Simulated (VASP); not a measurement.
A run of VASP 6.6.1:

INCAR

```
  ALGO = Fast
  EDIFF = 1E-6
  ENCUT = 520
  GGA = PS
  ISIF = 2
  ISMEAR = 0
  LASPH = T
  LCHARG = T
  LELF = T
  LREAL = F
  LVHAR = T
  LWAVE = F
  NBANDS = 44
  NELM = 60
  PREC = Accurate
  SIGMA = 0.1
```

The input KPOINTS:

```
k-points
0
Gamma
  10 10 10
```

The input POSCAR:

```
Ta4N5
1.0
   -3.3973819297      3.3973819297      2.1194830084
    3.3973819297     -3.3973819297      2.1194830084
    3.3973819297      3.3973819297     -2.1194830084
Ta N
4 5
Direct
    0.7847297268      0.6047717204      0.3895014472
    0.3952282796      0.7847297268      0.1799580064
    0.6047717204      0.2152702732      0.8200419936
    0.2152702732      0.3952282796      0.6104985528
    0.5000000000      0.5000000000      0.0000000000
    0.9084048149      0.3049046773      0.2133094921
    0.6950953227      0.9084048149      0.6035001376
    0.3049046773      0.0915951851      0.3964998624
    0.0915951851      0.6950953227      0.7866905079
```

Potentials or basis: VASP PAW PBE potentials, release 64 (Ta_pv, N).

Launch:

```console
$ cat potpaw_PBE.64/Ta_pv/POTCAR potpaw_PBE.64/N/POTCAR > POTCAR
$ mpirun -np 1 vasp_std > vasp.out
```

Hardware: 1 thread of Oxide Virtual Turin-like Processor, on a shared host.

Question: How long does it take, and how much memory?

Answer: Wall time 20 min on 1 thread of Oxide Virtual Turin-like Processor, with other jobs on the host, peak memory 0.54 GiB. Counts: scf iterations 16, k points 144.
